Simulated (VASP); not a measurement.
Input of a VASP 6.6.1 run:

Contents of INCAR:

```
ALGO = Normal
EDIFF = 1E-7
EDIFFG = -0.005
ENCUT = 600
GGA = CA
IBRION = 2
ISIF = 3
ISMEAR = -1
LASPH = True
LCHARG = False
LREAL = False
LWAVE = False
NELM = 80
NSW = 80
PREC = Accurate
SIGMA = 0.02
```

Contents of KPOINTS:

```
k-points
0
Gamma
  12 12 4
```

POSCAR

```
Y2CF2
1.0
    3.6582248265      0.0000000000      0.0000000000
   -1.8291124132      3.1681156325      0.0000000000
    0.0000000000      0.0000000000      6.4805338717
Y C F
2 1 2
Direct
    0.3333333333      0.6666666667      0.2095281671
    0.6666666667      0.3333333333      0.7904718329
    0.0000000000      0.0000000000      0.0000000000
    0.3333333333      0.6666666667      0.6184546659
    0.6666666667      0.3333333333      0.3815453341
```

Potentials or basis: VASP PAW LDA potentials, release 64 (Y_sv, C, F).

Command:

```sh
$ cat potpaw_LDA.64/Y_sv/POTCAR potpaw_LDA.64/C/POTCAR potpaw_LDA.64/F/POTCAR > POTCAR
$ mpirun -np 1 vasp_std > vasp.out
```

Q: What does it give for the relaxed cell?

A: a = 3.599 Å, b = 3.599 Å, c = 6.210 Å, α = 90.00°, β = 90.00°, γ = 120.00°.

Q: Estimate the space group after relaxing (to 0.1 Å).

A: P-3m1 (No. 164).

Q: Predict the band gap on the k mesh.

A: 1.01 eV (least direct gap 1.14 eV).

Q: Predict the relaxed volume.

A: 13.93 Å³/atom.

Forces in eV/Å, atoms in the order of the input:
```
Y    0.000  0.000  0.004
Y    0.000  0.000 -0.004
C    0.000  0.000  0.000
F    0.000  0.000 -0.004
F    0.000  0.000  0.004
```

A k mesh can miss the band edges.
